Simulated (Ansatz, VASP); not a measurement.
Cr: VASP beside Ansatz

```xyz
1
Lattice="0.0000 1.8067 1.8067 1.8067 0.0000 1.8067 1.8067 1.8067 0.0000" Properties=species:S:1:pos:R:3 pbc="T T T"
Cr    0.0000    0.0000    0.0000
```

Alike in both runs: task single point; functional BLYP; k mesh 17 × 17 × 17; occupations fermi-dirac, width 0.1 eV; no spin polarisation.

```csv
,VASP,Ansatz
version,VASP 6.6.1,Ansatz 0.2.0
potentials or method,"VASP PAW PBE potentials, release 64 (Cr_pv), cutoff 500 eV","plane waves (420 eV) with PAW, scalar-relativistic"
valence electrons in the cell,12,14
```

Ansatz gave:

* pressure (GPa): 9.6

Estimate VASP's values.

pressure (GPa): 9.3.

VASP's potentials were made for PBE, not for BLYP. The functional is the same, so the differences come from potentials, cutoffs and numerics. VASP's potentials hold 12 valence electrons a cell and Ansatz's 14, so a difference there can come from the potentials and not from the codes.
